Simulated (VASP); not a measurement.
A run of VASP 6.6.1 is set up as follows.

Contents of INCAR:

```
SYSTEM = Rh
PREC = Accurate ; ENCUT = 520
EDIFF = 1E-7 ; ISMEAR = 0
SIGMA = 0.1 ; LREAL = .FALSE.
LASPH = .TRUE. ; NELM = 60
ALGO = Normal ; ISIF = 2
LWAVE = .FALSE. ; LCHARG = .FALSE.
LDIPOL = .TRUE. ; IDIPOL = 3
DIPOL = 0.5 0.5 0.500 ; GGA = PE
NBANDS = 22
```

The input KPOINTS:

```
regular mesh
0
G
  6 6 1
  0 0 0
```

Contents of POSCAR:

```
Rh
1.0
    4.2897576400      0.0000000000      0.0000000000
   -2.1448793000      3.7150395000      0.0000000000
    0.0000000000      0.0000000000     16.0000000000
Rh
2
Direct
    0.6666666700      0.3333333300      0.4507339700
    0.3333333300      0.6666666700      0.5492660300
```

Potentials or basis: VASP PAW PBE potentials, release 64 (Rh_pv).

The run is started by

```bash
$ cat potpaw_PBE.64/Rh_pv/POTCAR > POTCAR
$ mpirun -np 1 vasp_std > vasp.out
```

(1) What does it give for the band gap on the k mesh?

(2) Estimate the largest force.

Results:

(1) zero (band 15 reaches -2.76 eV, above the bottom of band 16 at -2.82 eV).

(2) 2.989 eV/Å.
